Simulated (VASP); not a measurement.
# K2S (Fm-3m) in VASP: a series of runs, part 2 of 3

VASP 6.6.1. The steps go on from the part before.

## 4. Single point, r2SCAN

POSCAR reads:

```
K2S
1.0
    0.0000000000      3.7027568684      3.7027568684
    3.7027568684      0.0000000000      3.7027568684
    3.7027568684      3.7027568684      0.0000000000
S K
1 2
Direct
    0.0000000000      0.0000000000      0.0000000000
    0.2500000000      0.2500000000      0.2500000000
    0.7500000000      0.7500000000      0.7500000000
```

INCAR.step1 reads:

```
PREC = Accurate
ENCUT = 550
ISMEAR = 0
SIGMA = 0.01
LREAL = False
LASPH = True
NELM = 120
NBANDS = 19
GGA = PE
ALGO = Normal
EDIFF = 1E-5
LWAVE = True
LCHARG = False
GGA_COMPAT = False
```

INCAR.step2 reads:

```
PREC = Accurate
ENCUT = 550
EDIFF = 1E-6
ISMEAR = 0
SIGMA = 0.01
LREAL = False
LASPH = True
NELM = 120
ALGO = Normal
ISIF = 2
LWAVE = False
LCHARG = False
METAGGA = R2SCAN
LMIXTAU = True
NBANDS = 19
ISTART = 1
GGA_COMPAT = False
```

KPOINTS reads:

```
regular mesh
0
Gamma
  4 4 4
```

Potentials or basis: VASP PAW PBE potentials, release 64 (S, K_sv).

Run with:

```
$ cat potpaw_PBE.64/S/POTCAR potpaw_PBE.64/K_sv/POTCAR > POTCAR
$ cp INCAR.step1 INCAR
$ mpirun -np 1 vasp_std > vasp.out
$ cp INCAR.step2 INCAR
$ mpirun -np 1 vasp_std > vasp.out
```

OUTCAR:

```text
PREC = Accurate
   ENCUT = 550
   EDIFF = 1E-6
   ISMEAR = 0
   LREAL = False
   LASPH = True
   NELM = 120
   ISIF = 2
   METAGGA = R2SCAN
   ISTART = 1

 ion  position               nearest neighbor table
   1  0.000  0.000  0.000-   3 3.21   3 3.21   3 3.21   2 3.21   3 3.21   2 3.21   2 3.21   2 3.21

   2  0.250  0.250  0.250-   1 3.21   1 3.21   1 3.21   1 3.21   3 3.70   3 3.70   3 3.70   3 3.70
                             3 3.70   3 3.70
   3  0.750  0.750  0.750-   1 3.21   1 3.21   1 3.21   1 3.21   2 3.70   2 3.70   2 3.70   2 3.70
                             2 3.70   2 3.70

  LATTYP: Found a face centered cubic cell.
 ALAT       =     7.4055137368

  Lattice vectors:

 A1 = (   0.0000000000,   3.7027568684,   3.7027568684)
 A2 = (   3.7027568684,   0.0000000000,   3.7027568684)
 A3 = (   3.7027568684,   3.7027568684,   0.0000000000)

Analysis of symmetry for initial positions (statically):
=====================================================================
 Subroutine PRICEL returns:
 Original cell was already a primitive cell.

 Routine SETGRP: Setting up the symmetry group for a
 face centered cubic supercell.

 Subroutine GETGRP returns: Found 48 space group operations
 (whereof 48 operations were pure point group operations)
 out of a pool of 48 trial point group operations.

The static configuration has the point symmetry O_h .

Analysis of symmetry for dynamics (positions and initial velocities):
=====================================================================
 Subroutine PRICEL returns:
 Original cell was already a primitive cell.

 Routine SETGRP: Setting up the symmetry group for a
 face centered cubic supercell.

 Subroutine GETGRP returns: Found 48 space group operations
 (whereof 48 operations were pure point group operations)
 out of a pool of 48 trial point group operations.

The dynamic configuration has the point symmetry O_h .

 Subroutine INISYM returns: Found 48 space group operations
 (whereof 48 operations are pure point group operations),
 and found     1 'primitive' translations

----------------------------------------------------------------------------------------

                                     Primitive cell

  volume of cell :     101.5326

  direct lattice vectors                    reciprocal lattice vectors
     0.000000000  3.702756868  3.702756868    -0.135034521  0.135034521  0.135034521
     3.702756868  0.000000000  3.702756868     0.135034521 -0.135034521  0.135034521
     3.702756868  3.702756868  0.000000000     0.135034521  0.135034521 -0.135034521

  length of vectors
     5.236488981  5.236488981  5.236488981     0.233886651  0.233886651  0.233886651

  position of ions in fractional coordinates (direct lattice)
     0.000000000  0.000000000  0.000000000
     0.250000000  0.250000000  0.250000000
     0.750000000  0.750000000  0.750000000

  ion indices of the primitive-cell ions
   primitive index   ion index
                 1           1
                 2           2
                 3           3

----------------------------------------------------------------------------------------

 KPOINTS: regular mesh

Automatic generation of k-mesh.
 Grid dimensions read from file:
 generate k-points for:    4    4    4

 Generating k-lattice:

  Cartesian coordinates                     Fractional coordinates (reciprocal lattice)
    -0.033758630  0.033758630  0.033758630     0.250000000  0.000000000  0.000000000
     0.033758630 -0.033758630  0.033758630     0.000000000  0.250000000  0.000000000
     0.033758630  0.033758630 -0.033758630     0.000000000  0.000000000  0.250000000

  Length of vectors
     0.058471663  0.058471663  0.058471663

  Shift w.r.t. Gamma in fractional coordinates (k-lattice)
     0.000000000  0.000000000  0.000000000

 Subroutine IBZKPT returns following result:
 ===========================================

 Found      8 irreducible k-points:

 Following reciprocal coordinates:
            Coordinates               Weight
  0.000000  0.000000  0.000000      1.000000
  0.250000  0.000000  0.000000      8.000000
  0.500000  0.000000  0.000000      4.000000
  0.250000  0.250000  0.000000      6.000000
  0.500000  0.250000  0.000000     24.000000
 -0.250000  0.250000  0.000000     12.000000
  0.500000  0.500000  0.000000      3.000000
 -0.250000  0.500000  0.250000      6.000000
   k-points           NKPTS =      8   k-points in BZ     NKDIM =      8   number of bands    NBANDS=     19
   number of dos      NEDOS =    301   number of ions     NIONS =      3
   total plane-waves  NPLWV =  64000
   dimension x,y,z NGX =    40 NGY =   40 NGZ =   40
   dimension x,y,z NGXF=    80 NGYF=   80 NGZF=   80
   ions per type =               1   2
   NGX,Y,Z   is equivalent  to a cutoff of  12.70, 12.70, 12.70 a.u.
   NGXF,Y,Z  is equivalent  to a cutoff of  25.40, 25.40, 25.40 a.u.
 SYSTEM =  unknown system
   PREC   = accura    normal or accurate (medium, high low for compatibility)
   ISTART =      1    job   : 0-new  1-cont  2-samecut
   ICHARG =      0    charge: 1-file 2-atom 10-const
   ISPIN  =      1    spin polarized calculation?
   LNONCOLLINEAR =      F non collinear calculations
   LSORBIT =      F    spin-orbit coupling
   LASPH  =      T    aspherical Exc in radial PAW
   ENCUT  =  550.0 eV  40.42 Ry    6.36 a.u.  10.01 10.01 10.01*2*pi/ulx,y,z
   NELM   =    120;   NELMIN=  2; NELMDL=  0     # of ELM steps
   EDIFF  = 0.1E-05   stopping-criterion for ELM
   LREAL  =      F    real-space projection
[... 7 lines left out ...]
   TEBEG  =    0.0;   TEEND  =   0.0 temperature during run
   PSTRESS=    0.0 pullay stress
   NELECT =      24.0000    total number of electrons
   NUPDOWN=      -1.0000    fix difference up-down
   EMIN   =  10.00;   EMAX   =-10.00  energy-range for DOS
   EFERMI =   0.00;   METHOD = LEGACY
   ISMEAR =     0;   SIGMA  =   0.01  broadening in eV -4-tet -1-fermi 0-gaus
   EFERMI_NEDOS =   21; number of points for ismear=-14 and -15
   IALGO  =     38    algorithm
   IMIX   =      4    mixing-type and parameters
     AMIX     =   0.40;   BMIX     =  1.00
     AMIX_MAG =   1.60;   BMIX_MAG =  1.00
  volume/ion in A,a.u.               =      33.84       228.39
  Fermi-wavevector in a.u.,A,eV,Ry     =   1.012224  1.912826 13.940500  1.024598
  Thomas-Fermi vector in A             =   2.145321
   LORBIT       =      0    0 simple, 1 ext, 2 COOP (PROOUT), +10 PAW based schemes
   METAGGA = R2SCAN    functional components
   LHFCALC =     F    Hartree Fock is set to
   AEXX    =    0.0000 exact exchange contribution
   IVDW    =     0    specifies the selected vdW correction
   LEPSILON=     F    determine dielectric tensor
   LRPA    =     F    only Hartree local field effects (RPA)
 non-spin polarized calculation
 Gauss-broadening in eV      SIGMA  =   0.01
  energy-cutoff  :      550.00
  volume of cell :      101.53
 maximum number of plane-waves:      2996
   NGX = 21   NGY = 21   NGZ = 21

 number of electron      23.9999996 magnetization

 Free energy of the ion-electron system (eV)
  ---------------------------------------------------
  ext. energy  EPLUGINS =         0.00000000
  ---------------------------------------------------
  free energy    TOTEN  =       -23.81344717 eV

  energy without entropy =      -23.81344717  energy(sigma->0) =      -23.81344717

 E-fermi :  -0.5295     XC(G=0):  -7.7098

 val. band max:       -0.6090069370   @ k =   0.5000   0.5000   0.0000
 cond. band min:       2.1491130872   @ k =   0.0000   0.0000   0.0000
 fundamental gap:      2.7581200242
 Fermi energy:        -0.5294616987

 k-point     1 :       0.0000    0.0000    0.0000
  band No.  band energies     occupation
      1     -31.0670      2.00000
      2     -30.9872      2.00000
      3     -13.8860      2.00000
      4     -13.8860      2.00000
      5     -13.8860      2.00000
      6     -13.6550      2.00000
[... 11 lines left out ...]
     18       7.3898      0.00000
     19       8.4766      0.00000
[... 133 lines left out ...]
 k-point     8 :      -0.2500    0.5000    0.2500
  band No.  band energies     occupation
      1     -31.0257      2.00000
      2     -31.0257      2.00000
      3     -14.0706      2.00000
      4     -13.9734      2.00000
      5     -13.7863      2.00000
      6     -13.7863      2.00000
[... 11 lines left out ...]
     18       7.2684      0.00000
     19       7.9312      0.00000

------------------------ aborting loop because EDIFF is reached ----------------------------------------

  FORCE on cell =-STRESS in cart. coord.  units (eV):
  Direction    XX          YY          ZZ          XY          YZ          ZX
  --------------------------------------------------------------------------------------
  -------------------------------------------------------------------------------------
  Total        0.0189435      0.0189435      0.0189435     -0.0000000     -0.0000000      0.0000000
  in kB        0.2989267      0.2989267      0.2989267     -0.0000000     -0.0000000      0.0000000
  external PRESSURE =       0.2989267 kB  Pullay stress =       0.0000000 kB

 VOLUME and BASIS-vectors are now :
 -----------------------------------------------------------------------------
  energy-cutoff  :      550.00
  volume of cell :      101.53
      direct lattice vectors                 reciprocal lattice vectors
     0.000000000  3.702756868  3.702756868    -0.135034521  0.135034521  0.135034521
     3.702756868  0.000000000  3.702756868     0.135034521 -0.135034521  0.135034521
     3.702756868  3.702756868  0.000000000     0.135034521  0.135034521 -0.135034521

 POSITION                                       TOTAL-FORCE (eV/Angst)
 -----------------------------------------------------------------------------------
      0.00000      0.00000      0.00000         0.000000      0.000000      0.000000
      1.85138      1.85138      1.85138         0.000000      0.000000      0.000000
      5.55414      5.55414      5.55414        -0.000000     -0.000000     -0.000000
 -----------------------------------------------------------------------------------
    total drift:                               -0.000000     -0.000000      0.000000

  FREE ENERGIE OF THE ION-ELECTRON SYSTEM (eV)
  ---------------------------------------------------
  free  energy   TOTEN  =       -23.8134471700 eV

  energy  without entropy=      -23.8134471700  energy(sigma->0) =      -23.81344717
```

Wall time 75 s (1 thread of Intel Xeon Platinum 8375C at 2.90GHz (Ice Lake), shared host); peak memory 0.25 GiB.

Results:

- Free energy: -23.8134 eV
- Pressure: 0.0 GPa
- Band gap on the k mesh: 2.76 eV (least direct gap 2.95 eV)

Levels at points of the mesh, in eV from the valence-band top:
```tsv
k point	band 8	band 9	band 10	band 11	band 12	band 13	band 14	band 15	band 16	band 17
(0.00, 0.00, 0.00)	-13.05	-10.04	-0.19	-0.19	-0.19	2.76	5.95	5.95	8.00	8.00
(0.50, 0.00, 0.00)	-13.16	-9.84	-0.60	-0.06	-0.06	4.95	5.61	6.26	6.26	8.22
(0.50, 0.50, 0.00)	-12.98	-9.79	-0.71	0.00	0.00	3.71	5.90	7.18	7.20	8.13
```

Caveat: the PAW data sets were made with another functional, which shifts forces and pressure a little.

## 5. Single point, HSE06

POSCAR is that of step 4.

INCAR.step1 reads:

```
PREC = Accurate
ENCUT = 400
EDIFF = 1E-5
ISMEAR = 0
SIGMA = 0.01
LREAL = F
LASPH = T
NELM = 120
ALGO = Normal
ISIF = 2
LWAVE = T
NBANDS = 19
GGA = PE
GGA_COMPAT = F
```

INCAR.step2 reads:

```
PREC = Accurate
ENCUT = 400
EDIFF = 1E-6
ISMEAR = 0
SIGMA = 0.01
LREAL = F
LASPH = T
NELM = 120
ALGO = Normal
ISIF = 2
LWAVE = F
LCHARG = T
GGA = PE
LHFCALC = T
HFSCREEN = 0.2079
PRECFOCK = Normal
LELF = T
LVHAR = T
NBANDS = 19
ISTART = 1
GGA_COMPAT = F
```

KPOINTS reads:

```
regular mesh
0
Gamma
  2 2 2
```

Run with:

```
$ cat potpaw_PBE.64/S/POTCAR potpaw_PBE.64/K_sv/POTCAR > POTCAR
$ cp INCAR.step1 INCAR
$ mpirun -np 1 vasp_std > vasp.out
$ cp INCAR.step2 INCAR
$ mpirun -np 1 vasp_std > vasp.out
```

It took 97 s on 1 thread of Intel Xeon Platinum 8375C at 2.90GHz (Ice Lake), shared host; peak memory 0.31 GiB.

It converged, with:

```yaml
Free_energy: -10.7993 eV
Pressure: 0.2 GPa
Band_gap_on_the_k_mesh: 3.33 eV (least direct gap 3.52 eV)
```

Levels at points of the mesh, in eV from the valence-band top:
| k point | band 9 | band 10 | band 11 | band 12 | band 13 | band 14 | band 15 | band 16 |
| --- | --- | --- | --- | --- | --- | --- | --- | --- |
| (0.00, 0.00, 0.00) | -10.58 | -0.19 | -0.19 | -0.19 | 3.33 | 6.67 | 6.67 | 8.74 |
| (0.50, 0.00, 0.00) | -10.35 | -0.62 | -0.06 | -0.06 | 5.73 | 6.07 | 6.93 | 6.93 |
| (0.50, 0.50, 0.00) | -10.30 | -0.75 | 0.00 | 0.00 | 4.44 | 6.43 | 7.80 | 7.96 |

Caveat: the k points lie up to 0.73 Å⁻¹ apart; the PAW data sets were made with another functional, which shifts forces and pressure a little. A k mesh can miss the band edges.

(Part 2 of 3 ends here.)
